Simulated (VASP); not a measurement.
Wanted: the native input for a VASP 6.6.1 run.

```yaml
Task: single point
Functional: LDA
Potentials_or_basis: VASP PAW LDA potentials, release 64 (C_h)
Cutoff: 1300 eV
k_mesh: 12 × 12 × 12
Occupations: gaussian, width 0.05 eV
Spin: no spin polarisation
Dipole_correction: no
Further_INCAR_settings: ALGO = Normal; EDIFF = 1e-06; NBANDS = 11
```

The structure of C lies in POSCAR:

```
C
1.0
   -0.0852631213      1.7418037633      1.7418037633
    1.7418037633     -0.0852631213      1.7418037633
    1.7418037633      1.7418037633     -0.0852631213
C
2
Direct
    0.5000000000      0.5000000000      0.5000000000
    0.7500000000      0.7500000000      0.7500000000
```

This cell differs from its parent crystal: ratio of the length along [111] to the lengths across it x 0.93, volume and fractional coordinates fixed.

The input as run:

INCAR

```
SYSTEM = C
PREC = Accurate
ENCUT = 1300
EDIFF = 1E-6
ISMEAR = 0
SIGMA = 0.05
LREAL = .False.
LASPH = .True.
NELM = 120
ALGO = Normal
ISIF = 2
LWAVE = .False.
LCHARG = .False.
NBANDS = 11
GGA_COMPAT = .False.
```

KPOINTS

```
regular mesh
0
Gamma
  12 12 12
  0 0 0
```

Potentials or basis: VASP PAW LDA potentials, release 64 (C_h).

Run with:

```console
$ cat potpaw_LDA.64/C_h/POTCAR > POTCAR
$ mpirun -np 1 vasp_std > vasp.out
```

Results of the run:

```json
{
  "Pressure": "-9.2 GPa",
  "Largest force": "0.548 eV/Å",
  "Band gap on the k mesh": "3.73 eV (least direct gap 4.77 eV)"
}
```

Caveat: the cell stands under tension.

Wall time 35 s on 1 thread of Intel(R) Xeon(R) 6975P-C (Granite Rapids) (shared host), peak memory 0.19 GiB.
